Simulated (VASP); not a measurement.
# Cu (I4/mmm) in VASP: a series of runs, part 2 of 2

VASP 6.6.1. Earlier steps stand in the parts before.

### Step 5. Single point, PBEsol

This run uses another cell than the first one, of the same volume but with other edges.

File INCAR:

```
  PREC = Accurate
  ENCUT = 520
  EDIFF = 1E-7
  ISMEAR = 0
  SIGMA = 0.15
  LREAL = False
  LASPH = True
  NELM = 100
  ALGO = Fast
  ISIF = 2
  LWAVE = False
  LCHARG = True
  GGA = PS
  LELF = True
  LVHAR = True
  NBANDS = 12
```

File KPOINTS:

```
regular mesh
0
Gamma
  24 24 24
```

File POSCAR:

```
Cu
1.0
    0.0000000000      2.0866063294      1.3562941141
    2.0866063294      0.0000000000      1.3562941141
    2.0866063294      2.0866063294      0.0000000000
Cu
1
Direct
    0.0000000000      0.0000000000      0.0000000000
```

Potentials or basis: VASP PAW PBE potentials, release 64 (Cu).

The run is started by

```console
cat potpaw_PBE.64/Cu/POTCAR > POTCAR
mpirun -np 1 vasp_std > vasp.out
```

OUTCAR:

```text
PREC = Accurate
   ENCUT = 520
   EDIFF = 1E-7
   ISMEAR = 0
   LREAL = False
   LASPH = True
   NELM = 100
   ISIF = 2
   GGA = PS

 ion  position               nearest neighbor table
   1  0.000  0.000  0.000-

  LATTYP: Found a body centered tetragonal cell.
 ALAT       =     2.9509069704
 C/A-ratio  =     0.9192388155

  Lattice vectors:

 A1 = (   0.0000000000,  -2.0866063294,  -1.3562941141)
 A2 = (   0.0000000000,   2.0866063294,  -1.3562941141)
 A3 = (   2.0866063294,   0.0000000000,   1.3562941141)

Analysis of symmetry for initial positions (statically):
=====================================================================
 Subroutine PRICEL returns:
 Original cell was already a primitive cell.

 Routine SETGRP: Setting up the symmetry group for a
 body centered tetragonal supercell.

 Subroutine GETGRP returns: Found 16 space group operations
 (whereof 16 operations were pure point group operations)
 out of a pool of 16 trial point group operations.

The static configuration has the point symmetry D_4h.

Analysis of symmetry for dynamics (positions and initial velocities):
=====================================================================
 Subroutine PRICEL returns:
 Original cell was already a primitive cell.

 Routine SETGRP: Setting up the symmetry group for a
 body centered tetragonal supercell.

 Subroutine GETGRP returns: Found 16 space group operations
 (whereof 16 operations were pure point group operations)
 out of a pool of 16 trial point group operations.

The dynamic configuration has the point symmetry D_4h.

 Subroutine INISYM returns: Found 16 space group operations
 (whereof 16 operations are pure point group operations),
 and found     1 'primitive' translations

----------------------------------------------------------------------------------------

[... 109 lines left out ...]
     AMIX     =   0.40;   BMIX     =  1.00
     AMIX_MAG =   1.60;   BMIX_MAG =  1.00
  volume/ion in A,a.u.               =      11.81        79.70
  Fermi-wavevector in a.u.,A,eV,Ry     =   1.598763  3.021224 34.777078  2.556043
  Thomas-Fermi vector in A             =   2.696162
   LORBIT       =      0    0 simple, 1 ext, 2 COOP (PROOUT), +10 PAW based schemes
   GGA     = PS    functional components
   LHFCALC =     F    Hartree Fock is set to
   AEXX    =    0.0000 exact exchange contribution
   IVDW    =     0    specifies the selected vdW correction
   LEPSILON=     F    determine dielectric tensor
   LRPA    =     F    only Hartree local field effects (RPA)
 non-spin polarized calculation
 RMM-DIIS sequential band-by-band and
 Gauss-broadening in eV      SIGMA  =   0.15
  energy-cutoff  :      520.00
  volume of cell :       11.81
 maximum number of plane-waves:       330
   NGX =  9   NGY =  9   NGZ = 11

 number of electron      10.9999998 magnetization

 Free energy of the ion-electron system (eV)
  ---------------------------------------------------
  ext. energy  EPLUGINS =         0.00000000
  ---------------------------------------------------
  free energy    TOTEN  =        -4.26538691 eV

  energy without entropy =       -4.26093404  energy(sigma->0) =       -4.26316048

 E-fermi :   7.3964     XC(G=0): -12.9080

 val. band max:        7.3912400146   @ k =   0.5000   0.1250   0.2917
 cond. band min:       7.3967132495   @ k =   0.5000   0.0417   0.3333
 fundamental gap:      0.0054732349
 Fermi energy:         7.3964117112

 k-point     1 :       0.0000    0.0000    0.0000
  band No.  band energies     occupation
      1      -1.9827      2.00000
      2       4.0883      2.00000
      3       4.4312      2.00000
      4       4.4312      2.00000
      5       5.1019      2.00000
      6       5.4676      2.00000
      7      31.3990      0.00000
      8      31.3990      0.00000
      9      33.8440      0.00000
     10      35.3112      0.00000
     11      35.4801      0.00000
     12      35.6885      0.00000
[... 331 lines left out ...]
 k-point    24 :       0.4583    0.0417    0.0000
  band No.  band energies     occupation
      1       2.4074      2.00000
      2       3.5030      2.00000
      3       5.1489      2.00000
      4       5.4832      2.00000
      5       6.0005      2.00000
      6       6.9581      1.99996
      7      12.5467      0.00000
      8      23.8283      0.00000
      9      24.1396      0.00000
     10      28.6427      0.00000
     11      31.2609      0.00000
     12      38.6810      0.00000

 [... further k-points ...]
[... 5 lines left out ...]
  --------------------------------------------------------------------------------------
  -------------------------------------------------------------------------------------
  Total       -0.3748240     -0.3748240     -0.3488899      0.0000000      0.0000000      0.0000000
  in kB      -50.8479032    -50.8479032    -47.3297359      0.0000000      0.0000000      0.0000000
  external PRESSURE =     -49.6751808 kB  Pullay stress =       0.0000000 kB

 VOLUME and BASIS-vectors are now :
 -----------------------------------------------------------------------------
  energy-cutoff  :      520.00
  volume of cell :       11.81
      direct lattice vectors                 reciprocal lattice vectors
     0.000000000  2.086606329  1.356294114    -0.239623542  0.239623542  0.368651604
     2.086606329  0.000000000  1.356294114     0.239623542 -0.239623542  0.368651604
     2.086606329  2.086606329  0.000000000     0.239623542  0.239623542 -0.368651604

 POSITION                                       TOTAL-FORCE (eV/Angst)
 -----------------------------------------------------------------------------------
      0.00000      0.00000      0.00000         0.000000      0.000000     -0.000000
 -----------------------------------------------------------------------------------
    total drift:                                0.000000      0.000000      0.000000

  FREE ENERGIE OF THE ION-ELECTRON SYSTEM (eV)
  ---------------------------------------------------
  free  energy   TOTEN  =        -4.2653869146 eV

  energy  without entropy=       -4.2609340388  energy(sigma->0) =       -4.26316048
```

OSZICAR:

```text
N       E                     dE             d eps       ncg     rms          rms(c)
DAV:   1     0.417716519916E+02    0.41772E+02   -0.53956E+03 28464   0.154E+03
DAV:   2    -0.402617060766E+01   -0.45798E+02   -0.42227E+02 26288   0.203E+02
DAV:   3    -0.533362557812E+01   -0.13075E+01   -0.13008E+01 29688   0.396E+01
DAV:   4    -0.534154572576E+01   -0.79201E-02   -0.79191E-02 28740   0.273E+00
DAV:   5    -0.534162093160E+01   -0.75206E-04   -0.75207E-04 29724   0.269E-01    0.829E+00
RMM:   6    -0.468294697428E+01    0.65867E+00   -0.36907E+00 31951   0.356E+01    0.481E+00
RMM:   7    -0.428032260565E+01    0.40262E+00   -0.53809E-01 31627   0.133E+01    0.104E+00
RMM:   8    -0.426736105083E+01    0.12962E-01   -0.15034E-02 32786   0.130E+00    0.321E-01
RMM:   9    -0.426533364187E+01    0.20274E-02   -0.34981E-03 33150   0.111E+00    0.200E-02
RMM:  10    -0.426537398553E+01   -0.40344E-04   -0.44956E-04 33511   0.320E-01    0.158E-02
RMM:  11    -0.426538541126E+01   -0.11426E-04   -0.10534E-04 35776   0.114E-01    0.759E-03
RMM:  12    -0.426538662783E+01   -0.12166E-05   -0.11490E-05 36075   0.389E-02    0.964E-04
RMM:  13    -0.426538688529E+01   -0.25746E-06   -0.19261E-06 31472   0.125E-02    0.353E-04
RMM:  14    -0.426538691457E+01   -0.29282E-07   -0.22968E-07 25230   0.536E-03
   1 F= -.42653869E+01 E0= -.42631605E+01  d E =-.445288E-02
```

Run time: 3.6 min. Hardware: 1 thread of Intel Xeon 8259CL, shared host; peak memory 0.26 GiB.

What came out:

```yaml
Free_energy: -4.2654 eV
Pressure: -5.0 GPa
```

Caveat: the PAW data sets were made with another functional, which shifts forces and pressure a little.

### Step 6. Single point, PBEsol

This run uses another cell than the first one, of the same volume but with other edges.

File INCAR:

```
ALGO = Fast
EDIFF = 1E-7
ENCUT = 520
GGA = PS
ISIF = 2
ISMEAR = 0
LASPH = True
LCHARG = False
LREAL = False
LWAVE = False
NBANDS = 12
NELM = 80
PREC = Accurate
SIGMA = 0.15
```

File KPOINTS:

```
k-points
0
Gamma
  24 24 24
```

File POSCAR:

```
Cu
1.0
    0.0000000000      1.5789966900      2.3684950350
    1.5789966900      0.0000000000      2.3684950350
    1.5789966900      1.5789966900      0.0000000000
Cu
1
Direct
    0.0000000000      0.0000000000      0.0000000000
```

Potentials or basis: VASP PAW PBE potentials, release 64 (Cu).

The run is started by

```console
cat potpaw_PBE.64/Cu/POTCAR > POTCAR
mpirun -np 1 vasp_std > vasp.out
```

OUTCAR:

```text
EDIFF = 1E-7
   ENCUT = 520
   GGA = PS
   ISIF = 2
   ISMEAR = 0
   LASPH = True
   LREAL = False
   NELM = 80
   PREC = Accurate

 ion  position               nearest neighbor table
   1  0.000  0.000  0.000-

  LATTYP: Found a body centered tetragonal cell.
 ALAT       =     2.2330385339
 C/A-ratio  =     2.1213203436

  Lattice vectors:

 A1 = (  -1.5789966900,   0.0000000000,   2.3684950350)
 A2 = (   1.5789966900,   0.0000000000,   2.3684950350)
 A3 = (   0.0000000000,   1.5789966900,  -2.3684950350)

[... 530 lines left out ...]
      3       5.0591      2.00000
      4       5.5697      2.00000
      5       5.7394      2.00000
      6       6.1391      2.00000
      7      13.2314      0.00000
      8      19.4493      0.00000
      9      26.7246      0.00000
     10      35.2535      0.00000
     11      36.0988      0.00000
     12      41.3397      0.00000

 [... further k-points ...]
[... 5 lines left out ...]
  --------------------------------------------------------------------------------------
  -------------------------------------------------------------------------------------
  Total        2.2041068      2.2041068     -2.0232048      0.0000000      0.0000000     -0.0000000
  in kB      299.0048992    299.0048992   -274.4640773      0.0000000      0.0000000     -0.0000000
  external PRESSURE =     107.8485737 kB  Pullay stress =       0.0000000 kB

 VOLUME and BASIS-vectors are now :
 -----------------------------------------------------------------------------
  energy-cutoff  :      520.00
  volume of cell :       11.81
      direct lattice vectors                 reciprocal lattice vectors
     0.000000000  1.578996690  2.368495035    -0.316656775  0.316656775  0.211104517
     1.578996690  0.000000000  2.368495035     0.316656775 -0.316656775  0.211104517
     1.578996690  1.578996690  0.000000000     0.316656775  0.316656775 -0.211104517

 POSITION                                       TOTAL-FORCE (eV/Angst)
 -----------------------------------------------------------------------------------
      0.00000      0.00000      0.00000         0.000000     -0.000000      0.000000
 -----------------------------------------------------------------------------------
    total drift:                                0.000000      0.000000      0.000000

  FREE ENERGIE OF THE ION-ELECTRON SYSTEM (eV)
  ---------------------------------------------------
  free  energy   TOTEN  =        -3.8403928604 eV

  energy  without entropy=       -3.8373885982  energy(sigma->0) =       -3.83889073
```

OSZICAR:

```text
N       E                     dE             d eps       ncg     rms          rms(c)
DAV:   1     0.423590338103E+02    0.42359E+02   -0.53961E+03 28440   0.153E+03
DAV:   2    -0.341072701836E+01   -0.45770E+02   -0.42508E+02 26280   0.204E+02
DAV:   3    -0.478139065798E+01   -0.13707E+01   -0.13591E+01 29624   0.400E+01
DAV:   4    -0.478990157327E+01   -0.85109E-02   -0.85096E-02 28864   0.282E+00
DAV:   5    -0.478998412750E+01   -0.82554E-04   -0.82554E-04 30044   0.281E-01    0.790E+00
RMM:   6    -0.419511842883E+01    0.59487E+00   -0.30571E+00 31941   0.325E+01    0.431E+00
RMM:   7    -0.385516204662E+01    0.33996E+00   -0.40744E-01 31735   0.116E+01    0.968E-01
RMM:   8    -0.384096843679E+01    0.14194E-01   -0.11276E-02 32779   0.135E+00    0.149E-01
RMM:   9    -0.384035129397E+01    0.61714E-03   -0.21106E-03 34119   0.765E-01    0.237E-02
RMM:  10    -0.384039168464E+01   -0.40391E-04   -0.45147E-04 33366   0.306E-01    0.334E-02
RMM:  11    -0.384038946907E+01    0.22156E-05   -0.10968E-04 36158   0.108E-01    0.216E-03
RMM:  12    -0.384039237724E+01   -0.29082E-05   -0.22943E-05 34767   0.473E-02    0.221E-03
RMM:  13    -0.384039268609E+01   -0.30885E-06   -0.30661E-06 32439   0.194E-02    0.278E-03
RMM:  14    -0.384039284713E+01   -0.16104E-06   -0.12294E-06 28187   0.113E-02    0.458E-04
RMM:  15    -0.384039286043E+01   -0.13300E-07   -0.11049E-07 21397   0.339E-03
   1 F= -.38403929E+01 E0= -.38388907E+01  d E =-.300426E-02
```

Run time: 2.8 min. Hardware: 1 thread of Intel Xeon 8259CL, shared host; peak memory 0.26 GiB.

Results:

```yaml
Free_energy: -3.8404 eV
Pressure: 10.8 GPa
```

Stress tensor (GPa, compression positive):
```
 29.90   0.00   0.00
  0.00  29.90   0.00
  0.00   0.00 -27.45
```

Levels at points of the mesh, in eV from the Fermi level:
```
           k point  band 4  band 5  band 6  band 7  band 8  band 9
(0.00, 0.00, 0.00)   -2.08   -2.08   -1.35   16.90   21.78   25.48
(0.50, 0.00, 0.00)   -1.65   -1.63   -0.53    4.60   12.69   18.34
(0.50, 0.50, 0.00)   -1.55   -1.55   -1.30    1.39   20.39   20.39
(0.50, 0.00, 0.50)   -1.84   -0.60    4.97   11.00   11.02   12.62
```

Caveat: the PAW data sets were made with another functional, which shifts forces and pressure a little.

### Step 7. Summary

```tsv
cell	further INCAR settings	gap on the mesh (eV)	pressure (GPa)
a = 2.490, b = 2.490, c = 2.777 Å, angles 56.1, 56.1, 67.8°, 1 atom	ALGO = Fast; EDIFF = 1e-06; NBANDS = 12	none	-5.3
a = 2.716, b = 2.716, c = 2.342 Å, angles 64.5, 64.5, 51.1°, 1 atom	ALGO = Fast; EDIFF = 1e-07; NBANDS = 12	none	-0.5
a = 2.525, b = 2.525, c = 2.628 Å, angles 58.6, 58.6, 62.7°, 1 atom	ALGO = Fast; EDIFF = 1e-06; NBANDS = 12	none	-5.4
a = 2.489, b = 2.489, c = 2.951 Å, angles 53.6, 53.6, 72.7°, 1 atom	ALGO = Fast; EDIFF = 1e-07; NBANDS = 12	none	-5.0
a = 2.847, b = 2.847, c = 2.233 Å, angles 66.9, 66.9, 46.2°, 1 atom	ALGO = Fast; EDIFF = 1e-07; NBANDS = 12	none	10.8
```

Alike in all rows: task single point; level PBEsol; potentials or basis VASP PAW PBE potentials, release 64 (Cu); no spin polarisation; k mesh 24 × 24 × 24; cutoff (eV) 520; smearing gaussian 0.15 eV.

Caveats: the PAW data sets were made with another functional, which shifts forces and pressure a little.

Absolute energies hang on the potentials; compare differences alone.
